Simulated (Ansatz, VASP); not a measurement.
## Two plane-wave programs on Hg

Contents of INCAR:

```
PREC = Accurate
ENCUT = 520
EDIFF = 1E-6
ISMEAR = -1
SIGMA = 0.1
LREAL = F
LASPH = T
NELM = 100
ALGO = Normal
ISIF = 2
LWAVE = F
LCHARG = F
GGA = PE
NBANDS = 12
```

The input KPOINTS:

```
regular mesh
0
Gamma
  19 19 19
```

File POSCAR:

```
Hg
1.0
   -2.0115722353      2.0115722353      2.0115722353
    2.0115722353     -2.0115722353      2.0115722353
    2.0115722353      2.0115722353     -2.0115722353
Hg
1
Direct
    0.0000000000      0.0000000000      0.0000000000
```

Input for Ansatz:

```yaml
crystal:
  lattice:
    - [-2.0115722353, 2.0115722353, 2.0115722353]
    - [2.0115722353, -2.0115722353, 2.0115722353]
    - [2.0115722353, 2.0115722353, -2.0115722353]
  atoms:
    - { symbol: Hg, position: [0.0, 0.0, 0.0] }
hamiltonian:
  xc: pbe
  pseudopotentials:
    kind: paw
    azcp:
      Hg: "pseudopotentials/Hg.paw.azcp"
basis:
  ecutwfc: 420
  fft_grid_basis: typed
kpoints:
  mp_grid: { grid: [19, 19, 19], shift: [0, 0, 0] }
magnetization:
  spin_polarized: false
scf:
  occupations: { method: fermi_dirac, width: 0.1 }
output:
  stress: true
```

Alike in both runs: task single point; functional PBE; k mesh 19 × 19 × 19; occupations fermi-dirac, width 0.1 eV; no spin polarisation.

|  | VASP | Ansatz |
| --- | --- | --- |
| version | VASP 6.6.1 | Ansatz 0.2.0 |
| potentials or method | VASP PAW PBE potentials, release 64 (Hg), cutoff 520 eV | plane waves (420 eV) with PAW, scalar-relativistic |
| valence electrons in the cell | 12 | 20 |

```tsv
	VASP	Ansatz	Ansatz less VASP
pressure (GPa)	-0.5	-0.6	-0.03
```

VASP's potentials hold 12 valence electrons a cell and Ansatz's 20, so a difference there can come from the potentials and not from the codes.

Spin-orbit coupling is off throughout.
